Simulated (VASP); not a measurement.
Runs of VASP 6.6.1 on MgO. The structure is that of space group F-43m (No. 216), or close to it. The cells are those of the table. 

| level | cell | gap on the mesh (eV) | pressure (GPa) |
| --- | --- | --- | --- |
| r2SCAN | a = 3.227 Å, angles 60.0°, 2 atoms | (a) | (b) |
| PBE | a = 3.261 Å, angles 60.0°, 2 atoms | 3.47 | -0.4 |
| r2SCAN | a = 3.195 Å, angles 60.0°, 2 atoms | 4.51 | 3.6 |
| PBE | a = 3.195 Å, angles 60.0°, 2 atoms | (c) | 7.7 |
| r2SCAN | a = 3.161 Å, angles 60.0°, 2 atoms | 4.70 | 8.4 |
| r2SCAN | a = 3.259 Å, angles 60.0°, 2 atoms | 4.15 | -4.1 |
| PBE | a = 3.325 Å, angles 60.0°, 2 atoms | 3.15 | -6.3 |
| r2SCAN | a = 3.291 Å, angles 60.0°, 2 atoms | 3.98 | (d) |

Alike in all rows: task single point; potentials or basis VASP PAW PBE potentials, release 64 (Mg, O); no spin polarisation; k mesh 8 × 8 × 8; cutoff (eV) 520; smearing gaussian 0.01 eV.

**Question.** Estimate the missing entries.

**Answer.** (a) 4.32; (b) -0.6; (c) 3.82; (d) -7.1.

Caveats: the PAW data sets were made with another functional, which shifts forces and pressure a little (some runs).

